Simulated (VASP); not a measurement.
Runs of VASP 6.6.1 on SiC (zinc blende). The structure is that of space group F-43m (No. 216), or close to it. The cells are those of the table. 

| cell | gap on the mesh (eV) | pressure (GPa) |
| --- | --- | --- |
| a = 3.041 Å, angles 60.0°, 2 atoms | 1.32 | 12.6 |
| a = 2.954 Å, angles 60.0°, 2 atoms | 1.23 | 39.2 |
| a = 2.813 Å, angles 60.0°, 2 atoms | 1.06 | 105.5 |
| a = 2.862 Å, angles 60.0°, 2 atoms | 1.12 | 78.7 |
| a = 3.114 Å, angles 60.0°, 2 atoms | 1.39 | -3.5 |
| a = 2.998 Å, angles 60.0°, 2 atoms | (a) | 24.6 |
| a = 2.909 Å, angles 60.0°, 2 atoms | 1.18 | (b) |
| a = 3.083 Å, angles 60.0°, 2 atoms | 1.36 | (c) |

Alike in all rows: task single point; level PBE; potentials or basis VASP PAW PBE potentials, release 64 (Si, C); no spin polarisation; k mesh 10 × 10 × 10; cutoff (eV) 600; smearing gaussian 0.01 eV.

**Question.** Fill in the values left out.

**Answer.** (a) 1.28; (b) 57.0; (c) 2.8.

A k mesh can miss the band edges.
